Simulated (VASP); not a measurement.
Input of a VASP 6.6.1 run:

File INCAR:

```
SYSTEM = MgO
PREC     = Accurate       ! precision mode
ENCUT    = 600            ! plane-wave cutoff, eV
EDIFF    = 1E-6           ! SCF threshold, eV
ISMEAR   = 0              ! smearing method
SIGMA    = 0.01           ! smearing width, eV
LREAL    = .False.        ! projectors in reciprocal space
LASPH    = .True.         ! aspherical terms in the spheres
NELM     = 120            ! most SCF steps
ALGO     = Normal         ! electronic algorithm
ISIF     = 2              ! what is computed and relaxed
LWAVE    = .False.        ! write WAVECAR
LCHARG   = .False.        ! write CHGCAR
GGA      = PS             ! functional
NBANDS   = 11             ! bands
GGA_COMPAT= .False.
```

File KPOINTS:

```
Automatic mesh
0
Gamma
  10 10 10
  0 0 0
```

Contents of POSCAR:

```
MgO
1.0
    0.0000000000      1.9541088990      1.9541088990
    1.9541088990      0.0000000000      1.9541088990
    1.9541088990      1.9541088990      0.0000000000
Mg O
1 1
Direct
    0.0000000000      0.0000000000      0.0000000000
    0.5000000000      0.5000000000      0.5000000000
```

Potentials or basis: VASP PAW PBE potentials, release 64 (Mg, O).

Launch:

```bash
$ cat potpaw_PBE.64/Mg/POTCAR potpaw_PBE.64/O/POTCAR > POTCAR
$ mpirun -np 1 vasp_std > vasp.out
```

**Question.** What does it give for the band gap on the k mesh?

**Answer.** 7.14 eV.

**Question.** Predict the pressure.

**Answer.** 56.9 GPa.

Caveat: the cell stands under pressure; the PAW data sets were made with another functional, which shifts forces and pressure a little.
